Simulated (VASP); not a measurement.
Write the native input for VASP 6.6.1 that does the following.

* Task: single point
* Functional: PBE
* Potentials or basis: VASP PAW PBE potentials, release 64 (Na_pv)
* Cutoff: 520 eV
* k mesh: 15 × 15 × 8
* Occupations: gaussian, width 0.15 eV
* Spin: no spin polarisation
* Dipole correction: no
* Further INCAR settings: ALGO = Fast; EDIFF = 1e-06; NBANDS = 14

The structure of Na lies in POSCAR:

```
Na
1.0
    3.8947955076      0.0000000000      0.0000000000
   -1.9473977538      3.3729918521      0.0000000000
    0.0000000000      0.0000000000      6.1030356778
Na
2
Direct
    0.2710368663      0.6666666667      0.2500000000
    0.7289631337      0.3333333333      0.7500000000
```

This cell differs from its parent crystal: atoms displaced along a vibrational mode, the cell strained.

These files were run (other wordings do the same):

INCAR

```
SYSTEM = Na
ALGO = Fast
EDIFF = 1E-6
ENCUT = 520
GGA = PE
ISIF = 2
ISMEAR = 0
LASPH = .True.
LCHARG = .False.
LREAL = .False.
LWAVE = .False.
NBANDS = 14
NELM = 100
PREC = Accurate
SIGMA = 0.15
```

KPOINTS

```
k-points
0
Gamma
  15 15 8
  0 0 0
```

Potentials or basis: VASP PAW PBE potentials, release 64 (Na_pv).

Command:

```sh
$ cat potpaw_PBE.64/Na_pv/POTCAR > POTCAR
$ mpirun -np 1 vasp_std > vasp.out
```

It gave:

* Pressure: -0.5 GPa
* Largest force: 0.065 eV/Å
* Band gap on the k mesh: zero (bands 7 and 8 overlap by 4.01 eV)

Caveat: the cell differs from its parent crystal (atoms displaced along a vibrational mode, the cell strained).

Run time: 11 min on 1 thread of Intel Xeon 8259CL (shared host), peak memory 0.55 GiB.
